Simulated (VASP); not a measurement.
A run of VASP 6.6.1:

INCAR

```
  PREC = Accurate
  ENCUT = 520
  EDIFF = 1E-6
  ISMEAR = -1
  SIGMA = 0.05
  LREAL = F
  LASPH = T
  NELM = 100
  ALGO = Normal
  ISIF = 2
  LWAVE = F
  LCHARG = F
  GGA = PE
  NBANDS = 16
```

The input KPOINTS:

```
regular mesh
0
Gamma
  13 13 8
```

File POSCAR:

```
BN
1.0
    2.2039560991      0.0000000000      0.0000000000
   -1.1019780495      1.9086819706      0.0000000000
    0.0000000000      0.0000000000      3.5891144463
B N
2 2
Direct
    0.0000000000      0.0000000000      0.0000000000
    0.0000000000      0.0000000000      0.5000000000
    0.3333333333      0.6666666667      0.2500000000
    0.6666666667      0.3333333333      0.7500000000
```

Potentials or basis: VASP PAW PBE potentials, release 64 (B, N).

The run is started by

```console
$ cat potpaw_PBE.64/B/POTCAR potpaw_PBE.64/N/POTCAR > POTCAR
$ mpirun -np 1 vasp_std > vasp.out
```

Hardware: 1 thread of Intel(R) Xeon(R) Platinum 8375C CPU @ 2.90GHz (Ice Lake) (shared host).

Q: How long does it take, and how much memory?

A: Run time: 17 s on 1 thread of Intel(R) Xeon(R) Platinum 8375C CPU @ 2.90GHz (Ice Lake), on a shared host, peak memory 0.13 GiB. Counts: scf iterations 12, k points 105.
